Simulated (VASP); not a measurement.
Input of a VASP 6.6.1 run:

Contents of INCAR:

```
PREC = Accurate
ENCUT = 560
EDIFF = 1E-6
ISMEAR = 0
SIGMA = 0.1
LREAL = F
LASPH = T
NELM = 120
ALGO = Normal
ISIF = 2
LWAVE = F
LCHARG = F
GGA = CA
NBANDS = 14
GGA_COMPAT = F
```

File KPOINTS:

```
regular mesh
0
Gamma
  8 8 8
```

The input POSCAR:

```
Ir
1.0
    0.0000000000      1.9156000000      1.9156000000
    1.9156000000      0.0000000000      1.9156000000
    1.9156000000      1.9156000000      0.0000000000
Ir
1
Direct
    0.0000000000      0.0000000000      0.0000000000
```

Potentials or basis: VASP PAW LDA potentials, release 64 (Ir_sv_GW).

The run is started by

```bash
$ cat potpaw_LDA.64/Ir_sv_GW/POTCAR > POTCAR
$ mpirun -np 1 vasp_std > vasp.out
```

**Question.** Predict the pressure.

**Answer.** -5.1 GPa.

**Question.** What does it give for the band gap on the k mesh?

**Answer.** Zero (an odd number of electrons rules out a gap without spin polarisation).

Caveat: the cell stands under tension; spin-orbit coupling is left out, which moves the levels of the heavy elements.
